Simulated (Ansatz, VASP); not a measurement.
## TiC in VASP and in Ansatz

```
CELL_PARAMETERS angstrom
0.00000 2.17859 2.17859
2.17859 0.00000 2.17859
2.17859 2.17859 0.00000
ATOMIC_POSITIONS crystal
Ti 0.00000 0.00000 0.00000
C 0.50000 0.50000 0.50000
```

Alike in both runs: functional r2SCAN; k mesh 13 × 13 × 13; occupations fermi-dirac, width 0.1 eV; no spin polarisation.

Ansatz relaxed the structure, and its values are those at the end. VASP's run is a single point on that final structure, the one shown.

|  | VASP | Ansatz |
| --- | --- | --- |
| version | VASP 6.6.1 | Ansatz 0.2.0 |
| potentials or method | VASP PAW PBE potentials, release 64 (Ti_sv, C), cutoff 520 eV | PAW plane waves |
| valence electrons in the cell | 16 | 16 |

```tsv
	VASP	Ansatz	Ansatz less VASP
pressure (GPa)	-4.2	-5.0	-0.78
```

VASP's potentials were made for PBE, not for r2SCAN. Ansatz's warnings: stress scf threshold loose.
